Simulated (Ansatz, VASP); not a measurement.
Two plane-wave programs on ZnCd5O6

INCAR

```
PREC = Accurate ; ENCUT = 520
EDIFF = 1E-7 ; ISMEAR = 0
SIGMA = 0.1 ; LREAL = F
LASPH = T ; NELM = 150
ALGO = Normal ; ISIF = 2
LWAVE = F ; LCHARG = T
ISPIN = 2 ; MAGMOM = 0 0 0 0 0 0 1 1 1 1 1 1
LORBIT = 11 ; GGA = PE
LELF = T ; LVHAR = T
NBANDS = 70
```

The input KPOINTS:

```
Automatic mesh
0
Gamma
  6 6 1
```

File POSCAR:

```
ZnCd5O6
1.0
    3.5524818000      0.0000000000      0.0000000000
    0.0000000000      3.5524818000      0.0000000000
    0.0000000000      0.0000000000     15.2538172000
Zn Cd O
1 5 6
Direct
    0.5000000000      0.5000000000      0.0000000000
    0.0000000000      0.0000000000      0.8483840000
    0.0000000000      0.0000000000      0.1516160000
    0.5000000000      0.5000000000      0.3258510000
    0.0000000000      0.0000000000      0.5000000000
    0.5000000000      0.5000000000      0.6741490000
    0.5000000000      0.0000000000      0.0644280000
    0.0000000000      0.5000000000      0.2386920000
    0.5000000000      0.0000000000      0.4129070000
    0.0000000000      0.5000000000      0.5870930000
    0.5000000000      0.0000000000      0.7613080000
    0.0000000000      0.5000000000      0.9355720000
```

Input for Ansatz:

```yaml
crystal:
  lattice:
    - [3.5524818, 0.0, 0.0]
    - [0.0, 3.5524818, 0.0]
    - [0.0, 0.0, 15.2538172]
  atoms:
    - { symbol: Zn, position: [0.5, 0.5, 0.0] }
    - { symbol: Cd, position: [0.0, 0.0, 0.848384] }
    - { symbol: Cd, position: [0.0, 0.0, 0.151616] }
    - { symbol: Cd, position: [0.5, 0.5, 0.325851] }
    - { symbol: Cd, position: [0.0, 0.0, 0.5] }
    - { symbol: Cd, position: [0.5, 0.5, 0.674149] }
    - { symbol: O, position: [0.5, 0.0, 0.064428], spin: 1.0 }
    - { symbol: O, position: [0.0, 0.5, 0.238692], spin: 1.0 }
    - { symbol: O, position: [0.5, 0.0, 0.412907], spin: 1.0 }
    - { symbol: O, position: [0.0, 0.5, 0.587093], spin: 1.0 }
    - { symbol: O, position: [0.5, 0.0, 0.761308], spin: 1.0 }
    - { symbol: O, position: [0.0, 0.5, 0.935572], spin: 1.0 }
basis:
  ecutwfc: 420
kpoints:
  mp_grid: { grid: [6, 6, 1] }
hamiltonian:
  xc: pbe
scf:
  occupations: { method: gaussian, width: 0.1 }
  lower_state_search: "off"
output:
  forces: true
  stress: true
  eigenvalues: true
  populations: true
magnetization:
  spin_polarized: true
```

Alike in both runs: task single point; functional PBE; k mesh 6 × 6 × 1; occupations gaussian, width 0.1 eV; collinear spin.

|  | VASP | Ansatz |
| --- | --- | --- |
| version | VASP 6.6.1 | Ansatz 0.2.0 |
| potentials or method | VASP PAW PBE potentials, release 64 (Zn, Cd, O), cutoff 520 eV | scalar-relativistic, plane waves, PAW |
| valence electrons in the cell | 108 | 148 |

|  | VASP | Ansatz | Ansatz less VASP |
| --- | --- | --- | --- |
| gap on the k mesh at the Fermi level (eV) | none | none | - |
| pressure (GPa) | 1.1 | 0.0 | -1.08 |
| traceless stress, the component that is largest in VASP (GPa) | 0.06 | 0.03 | -0.031 |
| rms of the force components (eV/Å) | 0.012 | 0.001 | -0.0106 |
| net moment per atom (μB) | 0.00 | 0.00 | 0.000 |

Atom by atom the forces differ by 0.011 eV/Å (rms over components). A gap of «none» marks a metal or a gap that the smearing closes. VASP's potentials hold 108 valence electrons a cell and Ansatz's 148, so a difference there can come from the potentials and not from the codes. Ansatz's warnings: seeded moment not kept.

The k mesh is coarse, so the values compare programs but aren't converged.
